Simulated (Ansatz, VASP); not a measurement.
## Rh in VASP and in Ansatz

```
CELL_PARAMETERS angstrom
2.72489 0.00000 0.00000
-1.36245 2.35983 0.00000
0.00000 0.00000 4.38527
ATOMIC_POSITIONS crystal
Rh 0.33333 0.66667 0.25000
Rh 0.66667 0.33333 0.75000
```

Alike in both runs: functional PBE; k mesh 18 × 18 × 10; occupations gaussian, width 0.1 eV; no spin polarisation.

Ansatz relaxed the structure, and its values are those at the end. VASP's run is a single point on that final structure, the one shown.

|  | VASP | Ansatz |
| --- | --- | --- |
| version | VASP 6.6.1 | Ansatz 0.2.0 |
| potentials or method | VASP PAW PBE potentials, release 64 (Rh_pv), cutoff 500 eV | scalar-relativistic, plane waves, PAW |
| valence electrons in the cell | 30 | 34 |

```csv
,VASP,Ansatz,Ansatz less VASP
gap on the k mesh at the Fermi level (eV),none,none,-
pressure (GPa),0.0,0.0,+0.01
```

A gap of «none» marks a metal or a gap that the smearing closes. VASP's potentials hold 30 valence electrons a cell and Ansatz's 34, so a difference there can come from the potentials and not from the codes.
